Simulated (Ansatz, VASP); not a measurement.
One calculation of Zr2O, two programs

```
CELL_PARAMETERS angstrom
4.80029 -0.02400 0.00000
-0.02400 4.80029 0.00000
0.00000 0.00000 4.80029
ATOMIC_POSITIONS crystal
Zr 0.25000 0.25000 0.75000
Zr 0.75000 0.25000 0.25000
Zr 0.25000 0.75000 0.25000
Zr 0.75000 0.75000 0.75000
O 0.00000 0.00000 0.00000
O 0.50000 0.50000 0.50000
```

Change from the starting cell: strain -0.0100 x Voigt [0, 0, 0, 0, 0, 1], atoms carried along.

Alike in both runs: task single point; functional PBEsol; k mesh 10 × 10 × 10; occupations gaussian, width 0.15 eV; no spin polarisation.

|  | VASP | Ansatz |
| --- | --- | --- |
| version | VASP 6.6.1 | Ansatz 0.2.0 |
| potentials or method | VASP PAW PBE potentials, release 64 (Zr_sv, O), cutoff 520 eV | scalar-relativistic, plane waves, PAW |
| valence electrons in the cell | 60 | 60 |

```csv
,VASP,Ansatz,Ansatz less VASP
gap on the k mesh at the Fermi level (eV),none,none,-
pressure (GPa),0.3,0.0,-0.25
"traceless stress, the component that is largest in VASP (GPa)",0.86,0.85,-0.011
rms of the force components (eV/Å),0.046,0.045,-0.0011
```

VASP's potentials were made for PBE, not for PBEsol. Atom by atom the forces differ by 0.001 eV/Å (rms over components). A gap of «none» marks a metal or a gap that the smearing closes.
